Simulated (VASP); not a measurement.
Runs of VASP 6.6.1 on PbS (rocksalt type). The structure is that of space group Fm-3m (No. 225), or close to it. The cells are those of the table. 

```csv
cell,gap on the mesh (eV),pressure (GPa)
"a = 3.705 Å, angles 60.0°, 2 atoms",(b),42.2
"a = 3.562 Å, angles 60.0°, 2 atoms",none,72.6
"a = 3.386 Å, angles 60.0°, 2 atoms",none,(a)
"a = 4.049 Å, angles 60.0°, 2 atoms",0.24,(c)
"a = 3.837 Å, angles 60.0°, 2 atoms",0.32,23.3
```

Alike in all rows: task single point; level LDA; potentials or basis VASP PAW LDA potentials, release 64 (Pb_d, S); no spin polarisation; k mesh 12 × 12 × 12; cutoff (eV) 520; smearing fermi-dirac 0.08 eV.

**Question.** Estimate the missing entries.

**Answer.** (a) 130.8; (b) 0.14; (c) 4.7.

Caveats: the cell stands under pressure; spin-orbit coupling is left out, which moves the levels of the heavy elements; semilocal functionals underestimate gaps, so a narrow gap can read as zero (at least some runs).

A k mesh can miss the band edges, and the runs leave out spin-orbit coupling on Pb.

A gap of «none» marks levels without a gap at the run's occupations.
